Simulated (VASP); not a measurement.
Input of a VASP 6.6.1 run:

Contents of INCAR:

```
SYSTEM = Mg
  PREC = Accurate
  ENCUT = 520
  EDIFF = 1E-6
  ISMEAR = 0
  SIGMA = 0.1
  LREAL = .FALSE.
  LASPH = .TRUE.
  NELM = 100
  ALGO = Fast
  ISIF = 2
  LWAVE = .FALSE.
  LCHARG = .FALSE.
  GGA = PE
  NBANDS = 10
```

File KPOINTS:

```
regular mesh
0
G
  14 14 14
  0 0 0
```

File POSCAR:

```
Mg
1.0
    1.6008489091      0.6806518457      7.3072370268
   -1.6008489091      0.6806518457      7.3072370268
    0.0000000000     -2.1356033554      7.3997062197
Mg
3
Direct
   -0.0047682833     -0.0047682833      0.0059537284
    0.2221761075      0.2221761075      0.2252797927
    0.7825921758      0.7825921758      0.7687664789
```

Potentials or basis: VASP PAW PBE potentials, release 64 (Mg).

Command:

```bash
$ cat potpaw_PBE.64/Mg/POTCAR > POTCAR
$ mpirun -np 1 vasp_std > vasp.out
```

(1) What does it give for the band gap on the k mesh?

(2) Predict the pressure.

Results:

(1) zero (bands 3 and 4 overlap by 2.45 eV).

(2) 1.9 GPa.

Caveat: the cell differs from its parent crystal (strained and its atoms moved).
